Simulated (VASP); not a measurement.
# HoAuF4 in VASP: a series of runs

HoAuF4 is run at these levels: PBE; tasks: relaxation of cell and atoms, single point.

Program: VASP 6.6.1. These are calculated values, not measurements. Logs are shortened: lines on timing, memory, paths and dates and some standing lists are left out, and cuts for length are marked.

**1. The cell of the first run**

It takes space group P4/mmm (No. 123, tetragonal). The conventional cell has a = 3.821 Å, b = 3.821 Å, c = 6.171 Å, α = 90.00°, β = 90.00°, γ = 90.00°. Ho (site symmetry 4/mmm) has 8 F at 2.28 Å within 3.0 Å. Au (site symmetry 4/mmm) has 8 F at 2.65 Å within 3.5 Å. Within 3.0 Å of F (site symmetry 2mm) lie 2 Ho at 2.28 Å and 5 F at 2.50 to 2.70 Å and 2 Au at 2.65 Å.

The cell was generated, and may not be a known phase.

**2. Relaxation of cell and atoms, PBE**

INCAR reads:

```
SYSTEM = HoAuF4
PREC = Accurate ; ENCUT = 600
EDIFF = 1E-7 ; ISMEAR = 0
SIGMA = 0.02 ; LREAL = .False.
LASPH = .True. ; NELM = 200
ALGO = Normal ; ISIF = 3
LWAVE = .False. ; LCHARG = .False.
GGA = PE ; IBRION = 2
NSW = 100 ; EDIFFG = -0.01
GGA_COMPAT = .False. ; NELMIN = 4
LMAXMIX = 6
```

KPOINTS reads:

```
regular mesh
0
Gamma
  8 8 6
  0 0 0
```

POSCAR reads:

```
HoAuF4
1.0
    3.8211562439      0.0000000000      0.0000000000
    0.0000000000      3.8211562439      0.0000000000
    0.0000000000      0.0000000000      6.1705606817
Ho Au F
1 1 4
Direct
    0.5000000000      0.5000000000      0.5000000000
    0.0000000000      0.0000000000      0.0000000000
    0.5000000000      0.0000000000      0.7028352524
    0.0000000000      0.5000000000      0.2971647476
    0.5000000000      0.0000000000      0.2971647476
    0.0000000000      0.5000000000      0.7028352524
```

Potentials or basis: VASP PAW PBE potentials, release 64 (Ho_3, Au, F), 4f in core.

Run with:

```console
$ cat potpaw_PBE.64/Ho_3/POTCAR potpaw_PBE.64/Au/POTCAR potpaw_PBE.64/F/POTCAR > POTCAR
$ mpirun -np 1 vasp_std > vasp.out
```

OUTCAR:

```text
SYSTEM = HoAuF4
   PREC = Accurate
   ENCUT = 600
   EDIFF = 1E-7
   ISMEAR = 0
   LREAL = .False.
   LASPH = .True.
   NELM = 200
   ISIF = 3
   GGA = PE
   IBRION = 2
   NSW = 100
   EDIFFG = -0.01
   NELMIN = 4

 ion  position               nearest neighbor table
   1  0.500  0.500  0.500-   3 2.28   4 2.28   5 2.28   6 2.28   3 2.28   5 2.28   4 2.28   6 2.28

   2  0.000  0.000  0.000-   3 2.65   4 2.65   5 2.65   6 2.65   4 2.65   6 2.65   3 2.65   5 2.65

   3  0.500  0.000  0.703-   1 2.28   1 2.28   2 2.65   2 2.65
   4  0.000  0.500  0.297-   1 2.28   1 2.28   2 2.65   2 2.65
   5  0.500  0.000  0.297-   1 2.28   1 2.28   2 2.65   2 2.65
   6  0.000  0.500  0.703-   1 2.28   1 2.28   2 2.65   2 2.65

  LATTYP: Found a simple tetragonal cell.
 ALAT       =     3.8211562439
 C/A-ratio  =     1.6148412386

  Lattice vectors:

 A1 = (   3.8211562439,   0.0000000000,   0.0000000000)
 A2 = (   0.0000000000,   3.8211562439,   0.0000000000)
 A3 = (   0.0000000000,   0.0000000000,   6.1705606817)

Analysis of symmetry for initial positions (statically):
=====================================================================
 Subroutine PRICEL returns:
 Original cell was already a primitive cell.

 Routine SETGRP: Setting up the symmetry group for a
 simple tetragonal supercell.

 Subroutine GETGRP returns: Found 16 space group operations
 (whereof 16 operations were pure point group operations)
 out of a pool of 16 trial point group operations.

The static configuration has the point symmetry D_4h.

Analysis of symmetry for dynamics (positions and initial velocities):
=====================================================================
 Subroutine PRICEL returns:
 Original cell was already a primitive cell.

 Routine SETGRP: Setting up the symmetry group for a
 simple tetragonal supercell.

 Subroutine GETGRP returns: Found 16 space group operations
 (whereof 16 operations were pure point group operations)
 out of a pool of 16 trial point group operations.

The dynamic configuration has the point symmetry D_4h.

 Subroutine INISYM returns: Found 16 space group operations
 (whereof 16 operations are pure point group operations),
 and found     1 'primitive' translations

----------------------------------------------------------------------------------------

                                     Primitive cell

  volume of cell :      90.0978

  direct lattice vectors                    reciprocal lattice vectors
     3.821156244  0.000000000  0.000000000     0.261700893  0.000000000  0.000000000
     0.000000000  3.821156244  0.000000000     0.000000000  0.261700893  0.000000000
     0.000000000  0.000000000  6.170560682     0.000000000  0.000000000  0.162059828

  length of vectors
     3.821156244  3.821156244  6.170560682     0.261700893  0.261700893  0.162059828

  position of ions in fractional coordinates (direct lattice)
     0.500000000  0.500000000  0.500000000
     0.000000000  0.000000000  0.000000000
     0.500000000  0.000000000  0.702835252
     0.000000000  0.500000000  0.297164748
     0.500000000  0.000000000  0.297164748
     0.000000000  0.500000000  0.702835252

  ion indices of the primitive-cell ions
   primitive index   ion index
                 1           1
                 2           2
                 3           3
                 4           4
                 5           5
                 6           6

----------------------------------------------------------------------------------------

 KPOINTS: regular mesh

Automatic generation of k-mesh.
 Grid dimensions read from file:
 generate k-points for:    8    8    6

 Generating k-lattice:

  Cartesian coordinates                     Fractional coordinates (reciprocal lattice)
     0.032712612  0.000000000  0.000000000     0.125000000  0.000000000  0.000000000
     0.000000000  0.032712612  0.000000000     0.000000000  0.125000000  0.000000000
     0.000000000  0.000000000  0.027009971     0.000000000  0.000000000  0.166666667

  Length of vectors
     0.032712612  0.032712612  0.027009971

  Shift w.r.t. Gamma in fractional coordinates (k-lattice)
     0.000000000  0.000000000  0.000000000

 Subroutine IBZKPT returns following result:
 ===========================================

 Found     60 irreducible k-points:

 Following reciprocal coordinates:
            Coordinates               Weight
  0.000000  0.000000  0.000000      1.000000
  0.125000  0.000000  0.000000      4.000000
  0.250000  0.000000  0.000000      4.000000
  0.375000  0.000000  0.000000      4.000000
  0.500000  0.000000  0.000000      2.000000
  0.125000  0.125000  0.000000      4.000000
[... 16 lines left out ...]
  0.375000  0.125000  0.166667     16.000000
  0.500000  0.125000  0.166667      8.000000
 [... further k-points ...]
   k-points           NKPTS =     60   k-points in BZ     NKDIM =     60   number of bands    NBANDS=     28
   number of dos      NEDOS =    301   number of ions     NIONS =      6
   total plane-waves  NPLWV =  51200
   dimension x,y,z NGX =    32 NGY =   32 NGZ =   50
   dimension x,y,z NGXF=    64 NGYF=   64 NGZF=  100
   ions per type =               1   1   4
   NGX,Y,Z   is equivalent  to a cutoff of  13.92, 13.92, 13.47 a.u.
   NGXF,Y,Z  is equivalent  to a cutoff of  27.84, 27.84, 26.94 a.u.
 SYSTEM =  HoAuF4
   PREC   = accura    normal or accurate (medium, high low for compatibility)
   ISTART =      0    job   : 0-new  1-cont  2-samecut
   ICHARG =      2    charge: 1-file 2-atom 10-const
   ISPIN  =      1    spin polarized calculation?
   LNONCOLLINEAR =      F non collinear calculations
   LSORBIT =      F    spin-orbit coupling
   LASPH  =      T    aspherical Exc in radial PAW
   ENCUT  =  600.0 eV  44.10 Ry    6.64 a.u.   7.63  7.63 12.32*2*pi/ulx,y,z
   NELM   =    200;   NELMIN=  4; NELMDL= -5     # of ELM steps
   EDIFF  = 0.1E-06   stopping-criterion for ELM
   LREAL  =      F    real-space projection
   EDIFFG = -.1E-01   stopping-criterion for IOM
   NSW    =    100    number of steps for IOM
   IBRION =      2    ionic relax: 0-MD 1-quasi-New 2-CG
   NFREE  =      1    steps in history (QN), initial steepest desc. (CG)
   ISIF   =      3    stress and relaxation
   ISYM   =      2    0-nonsym 1-usesym 2-fastsym
   POTIM  = 0.5000    time-step for ionic-motion
   TEBEG  =    0.0;   TEEND  =   0.0 temperature during run
   PSTRESS=    0.0 pullay stress
   NELECT =      48.0000    total number of electrons
   NUPDOWN=      -1.0000    fix difference up-down
   EMIN   =  10.00;   EMAX   =-10.00  energy-range for DOS
   EFERMI =   0.00;   METHOD = LEGACY
   ISMEAR =     0;   SIGMA  =   0.02  broadening in eV -4-tet -1-fermi 0-gaus
   EFERMI_NEDOS =   21; number of points for ismear=-14 and -15
   IALGO  =     38    algorithm
   IMIX   =      4    mixing-type and parameters
     AMIX     =   0.40;   BMIX     =  1.00
     AMIX_MAG =   1.60;   BMIX_MAG =  1.00
  volume/ion in A,a.u.               =      15.02       101.34
  Fermi-wavevector in a.u.,A,eV,Ry     =   1.327141  2.507933 23.963997  1.761304
  Thomas-Fermi vector in A             =   2.456476
   LORBIT       =      0    0 simple, 1 ext, 2 COOP (PROOUT), +10 PAW based schemes
   GGA     = PE    functional components
   LHFCALC =     F    Hartree Fock is set to
   AEXX    =    0.0000 exact exchange contribution
   IVDW    =     0    specifies the selected vdW correction
   LEPSILON=     F    determine dielectric tensor
   LRPA    =     F    only Hartree local field effects (RPA)
 conjugate gradient relaxation of ions
 non-spin polarized calculation
 Gauss-broadening in eV      SIGMA  =   0.02
  energy-cutoff  :      600.00
  volume of cell :       90.10
 maximum number of plane-waves:      3035
 NGX is ok and might be reduce to    32
   NGX = 15   NGY = 15   NGZ = 25

--------------------------------------- Ionic step        1  -------------------------------------------

 number of electron      48.0000006 magnetization

 Free energy of the ion-electron system (eV)
  ---------------------------------------------------
  ext. energy  EPLUGINS =         0.00000000
  ---------------------------------------------------
  free energy    TOTEN  =       -31.48631169 eV

  energy without entropy =      -31.48631169  energy(sigma->0) =      -31.48631169

------------------------ aborting loop because EDIFF is reached ----------------------------------------

  FORCE on cell =-STRESS in cart. coord.  units (eV):
  Direction    XX          YY          ZZ          XY          YZ          ZX
  --------------------------------------------------------------------------------------
  -------------------------------------------------------------------------------------
  Total        0.2501557      0.2501557      0.1979248      0.0000000      0.0000000      0.0000000
  in kB        4.4484301      4.4484301      3.5196266      0.0000000      0.0000000      0.0000000
  external PRESSURE =       4.1388290 kB  Pullay stress =       0.0000000 kB

 VOLUME and BASIS-vectors are now :
 -----------------------------------------------------------------------------
  energy-cutoff  :      600.00
  volume of cell :       90.10
      direct lattice vectors                 reciprocal lattice vectors
     3.821156244  0.000000000  0.000000000     0.261700893  0.000000000  0.000000000
     0.000000000  3.821156244  0.000000000     0.000000000  0.261700893  0.000000000
     0.000000000  0.000000000  6.170560682     0.000000000  0.000000000  0.162059828
[... 121 lines left out ...]
 POSITION                                       TOTAL-FORCE (eV/Angst)
 -----------------------------------------------------------------------------------
      1.91376      1.91376      3.08648         0.000000     -0.000000      0.000000
      0.00000      3.82751      0.00000         0.000000     -0.000000      0.000000
      1.91376      3.82751      4.34195         0.000000      0.000000      0.011701
      0.00000      1.91376      1.83102        -0.000000     -0.000000     -0.011701
      1.91376      0.00000      1.83102        -0.000000      0.000000     -0.011701
      3.82751      1.91376      4.34195         0.000000     -0.000000      0.011701
 -----------------------------------------------------------------------------------
    total drift:                                0.000000      0.000000     -0.000000

  FREE ENERGIE OF THE ION-ELECTRON SYSTEM (eV)
  ---------------------------------------------------
  free  energy   TOTEN  =       -31.4872200672 eV

  energy  without entropy=      -31.4872200672  energy(sigma->0) =      -31.48722007

--------------------------------------- Ionic step        5  -------------------------------------------

 number of electron      48.0000016 magnetization

 Free energy of the ion-electron system (eV)
  ---------------------------------------------------
  ext. energy  EPLUGINS =         0.00000000
  ---------------------------------------------------
  free energy    TOTEN  =       -31.48738862 eV

  energy without entropy =      -31.48738862  energy(sigma->0) =      -31.48738862

 E-fermi :   1.4297     XC(G=0):  -9.8646

 val. band max:        1.3288305806   @ k =   0.2500   0.2500   0.0000
 cond. band min:       2.2064313719   @ k =   0.0000   0.0000   0.0000
 fundamental gap:      0.8776007914
 Fermi energy:         1.4296524185

 k-point     1 :       0.0000    0.0000    0.0000
  band No.  band energies     occupation
      1     -22.4800      2.00000
      2     -21.3231      2.00000
      3     -21.0682      2.00000
      4     -21.0682      2.00000
      5     -20.7802      2.00000
      6     -20.4291      2.00000
[... 20 lines left out ...]
     27       7.4377      0.00000
[... 691 lines left out ...]
      6     -19.8113      2.00000
[... 20 lines left out ...]
     27       7.3378      0.00000
     28       7.6835      0.00000

 [... further k-points ...]
[... 5 lines left out ...]
  --------------------------------------------------------------------------------------
  -------------------------------------------------------------------------------------
  Total        0.0045716      0.0045716     -0.0183643      0.0000000      0.0000000      0.0000000
  in kB        0.0811105      0.0811105     -0.3258257      0.0000000      0.0000000      0.0000000
  external PRESSURE =      -0.0545349 kB  Pullay stress =       0.0000000 kB

 VOLUME and BASIS-vectors are now :
 -----------------------------------------------------------------------------
  energy-cutoff  :      600.00
  volume of cell :       90.30
      direct lattice vectors                 reciprocal lattice vectors
     3.828921709  0.000000000  0.000000000     0.261170135  0.000000000 -0.000000000
     0.000000000  3.828921709  0.000000000     0.000000000  0.261170135  0.000000000
     0.000000000  0.000000000  6.159511508    -0.000000000  0.000000000  0.162350537

 POSITION                                       TOTAL-FORCE (eV/Angst)
 -----------------------------------------------------------------------------------
      1.91446      1.91446      3.07976        -0.000000      0.000000     -0.000000
      0.00000      0.00000      0.00000        -0.000000      0.000000     -0.000000
      1.91446      0.00000      4.33537        -0.000000      0.000000     -0.004035
      0.00000      1.91446      1.82414         0.000000      0.000000      0.004035
      1.91446      3.82892      1.82414         0.000000      0.000000      0.004035
      0.00000      1.91446      4.33537        -0.000000      0.000000     -0.004035
 -----------------------------------------------------------------------------------
    total drift:                                0.000000      0.000000     -0.000000

  FREE ENERGIE OF THE ION-ELECTRON SYSTEM (eV)
  ---------------------------------------------------
  free  energy   TOTEN  =       -31.4873886217 eV

  energy  without entropy=      -31.4873886217  energy(sigma->0) =      -31.48738862

 reached required accuracy - stopping structural energy minimisation
```

Wall time 6.7 min (1 thread of Intel Xeon Platinum 8488C (Sapphire Rapids), shared host); peak memory 0.35 GiB.

What came out:

| Property | Result |
| --- | --- |
| Free energy | -31.4874 eV |
| Relaxed volume | 15.05 Å³/atom |
| Relaxed cell | a = 3.829 Å, b = 3.829 Å, c = 6.160 Å, α = 90.00°, β = 90.00°, γ = 90.00° |
| Space group after relaxing (to 0.1 Å) | P4/mmm (No. 123) |
| Energy gained by relaxing | 0.2 meV/atom |
| Ionic steps | 5 |
| Pressure after relaxing | 0.0 GPa |
| Largest force after relaxing | 0.004 eV/Å |
| Band gap on the k mesh | 0.88 eV (least direct gap 0.94 eV) |

Forces on the atoms (eV/Å):
```
Ho   0.000  0.000  0.000
Au   0.000  0.000  0.000
F    0.000  0.000 -0.004
F    0.000  0.000  0.004
F    0.000  0.000  0.004
F    0.000  0.000 -0.004
```

Step by step:
```
step  energy change (eV)  largest force (eV/Å)  pressure (GPa)  volume (Å³)
   1              0.0000                0.0625            0.41        90.10
   2             -0.0007                0.0036           -0.20        90.60
   3             -0.0008                0.0175           -0.08        90.48
   4             -0.0009                0.0117           -0.06        90.43
   5             -0.0011                0.0040           -0.01        90.30
```

Final structure:
```xyz
6
Lattice="3.8289 0.0000 0.0000 0.0000 3.8289 0.0000 0.0000 0.0000 6.1595" Properties=species:S:1:pos:R:3 pbc="T T T"
Ho    1.9145    1.9145    3.0798
Au    0.0000    0.0000    0.0000
F     1.9145    0.0000    4.3354
F     0.0000    1.9145    1.8241
F     1.9145    3.8289    1.8241
F     0.0000    1.9145    4.3354
```

Caveat: spin-orbit coupling is left out, which moves the levels of the heavy elements; the 4f electrons are frozen in the core, so they carry no moment and show no levels. A k mesh can miss the band edges.

**3. Single point, PBE (26.87 Å³/atom)**

This run uses another cell than the first one, of 26.87 Å³/atom.

INCAR reads:

```
PREC     = Accurate       # precision mode
ENCUT    = 600            # plane-wave cutoff, eV
EDIFF    = 1E-6           # SCF threshold, eV
ISMEAR   = 0              # smearing method
SIGMA    = 0.02           # smearing width, eV
LREAL    = False          # projectors in reciprocal space
LASPH    = True           # aspherical terms in the spheres
NELM     = 200            # most SCF steps
ALGO     = Normal         # electronic algorithm
ISIF     = 2              # what is computed and relaxed
LWAVE    = False          # write WAVECAR
LCHARG   = True           # write CHGCAR
GGA      = PE             # functional
LELF     = True           # ELF
LVHAR    = True         
NBANDS   = 33             # bands
GGA_COMPAT= False        
LMAXMIX  = 6              # l up to which the mixer works
```

KPOINTS reads:

```
Automatic mesh
0
Gamma
  6 6 4
```

POSCAR reads:

```
HoAuF4
1.0
    4.3543479383     -0.0238617251      0.5013831496
   -0.0411835114      4.3463290239      0.5657152334
   -0.9630163113     -1.0908330718      8.2637675717
Ho Au F
1 1 4
Direct
    0.5000000000      0.0000000000      0.0000000000
    0.5000000000      0.0000000000      0.5000000000
    0.0000000000      0.0000000000      0.0000000000
    0.5000000000      0.5000000000      0.0000000000
    0.5000021488      0.0000029081      0.2586426235
    0.4999978512      0.9999970919      0.7413573765
```

Potentials or basis: VASP PAW PBE potentials, release 64 (Ho_3, Au, F), 4f in core.

Run with:

```console
$ cat potpaw_PBE.64/Ho_3/POTCAR potpaw_PBE.64/Au/POTCAR potpaw_PBE.64/F/POTCAR > POTCAR
$ mpirun -np 1 vasp_std > vasp.out
```

Run time: 7.4 min. Hardware: 1 thread of Intel Xeon Platinum 8488C (Sapphire Rapids), shared host; peak memory 0.61 GiB.

Results (log left out):

* Free energy: -32.2920 eV
* Pressure: -1.0 GPa
* Largest force: 0.088 eV/Å
* Band gap on the k mesh: 2.71 eV (least direct gap 3.36 eV)

Forces on the atoms (eV/Å):
```
Ho   0.000  0.000  0.000
Au   0.000  0.000  0.000
F    0.000  0.000  0.000
F    0.000  0.000  0.000
F   -0.009 -0.011  0.087
F    0.009  0.011 -0.087
```

Stress tensor (GPa, compression positive):
```
-1.06  0.00 -0.02
 0.00 -1.06 -0.02
-0.02 -0.02 -0.87
```

Levels at points of the mesh, in eV from the valence-band top:
```tsv
k point	band 21	band 22	band 23	band 24	band 25	band 26	band 27	band 28
(0.00, 0.00, 0.00)	-0.96	-0.85	-0.65	-0.65	2.71	5.58	5.76	5.99
(0.50, 0.00, 0.00)	-0.92	-0.64	-0.63	-0.37	3.45	4.82	6.09	6.45
(0.00, 0.50, 0.00)	-0.92	-0.64	-0.63	-0.37	3.45	4.82	6.09	6.45
(0.50, 0.50, 0.00)	-0.77	-0.63	-0.63	-0.12	4.17	5.96	5.96	6.86
(0.00, 0.00, 0.50)	-0.91	-0.85	-0.58	-0.58	3.33	4.99	5.58	5.94
(0.50, 0.00, 0.50)	-0.92	-0.62	-0.58	-0.30	4.01	4.84	6.03	6.45
(0.00, 0.50, 0.50)	-0.92	-0.62	-0.58	-0.30	4.01	4.84	6.03	6.45
(0.50, 0.50, 0.50)	-0.77	-0.61	-0.61	0.00	4.72	5.95	5.95	6.84
```

Caveat: spin-orbit coupling is left out, which moves the levels of the heavy elements; the 4f electrons are frozen in the core, so they carry no moment and show no levels.
